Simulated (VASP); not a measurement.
Here is a VASP 6.6.1 calculation.

POSCAR

```
CaSe
1.0
    0.0000000000      2.9559985193      2.9559985193
    2.9559985193      0.0000000000      2.9559985193
    2.9559985193      2.9559985193      0.0000000000
Ca Se
1 1
Direct
    0.5000000000      0.5000000000      0.5000000000
    0.0000000000      0.0000000000      0.0000000000
```

INCAR.step1

```
SYSTEM = CaSe
  ALGO = Normal
  EDIFF = 1E-5
  ENCUT = 520
  GGA = PE
  ISIF = 2
  ISMEAR = 0
  LASPH = .TRUE.
  LREAL = .FALSE.
  LWAVE = .TRUE.
  NBANDS = 15
  NELM = 80
  PREC = Accurate
  SIGMA = 0.05
```

The input INCAR.step2:

```
SYSTEM = CaSe
  AEXX = 0.15
  ALGO = Normal
  EDIFF = 1E-6
  ENCUT = 520
  GGA = PE
  ISIF = 2
  ISMEAR = 0
  ISTART = 1
  LASPH = .TRUE.
  LCHARG = .TRUE.
  LELF = .TRUE.
  LHFCALC = .TRUE.
  LREAL = .FALSE.
  LVHAR = .TRUE.
  LWAVE = .FALSE.
  NBANDS = 15
  NELM = 80
  PREC = Accurate
  PRECFOCK = Normal
  SIGMA = 0.05
```

The input KPOINTS:

```
k-points
0
G
  4 4 4
  0 0 0
```

Potentials or basis: VASP PAW PBE potentials, release 64 (Ca_sv, Se).

Command:

```bash
$ cat potpaw_PBE.64/Ca_sv/POTCAR potpaw_PBE.64/Se/POTCAR > POTCAR
$ cp INCAR.step1 INCAR
$ mpirun -np 1 vasp_std > vasp.out
$ cp INCAR.step2 INCAR
$ mpirun -np 1 vasp_std > vasp.out
```

Task: What does it give for the pressure?

Result: 1.1 GPa.

Task: Predict the band gap on the k mesh.

Result: 3.02 eV (least direct gap 4.03 eV).

Caveat: the k points lie up to 0.46 Å⁻¹ apart; the PAW data sets were made with another functional, which shifts forces and pressure a little. A k mesh can miss the band edges.
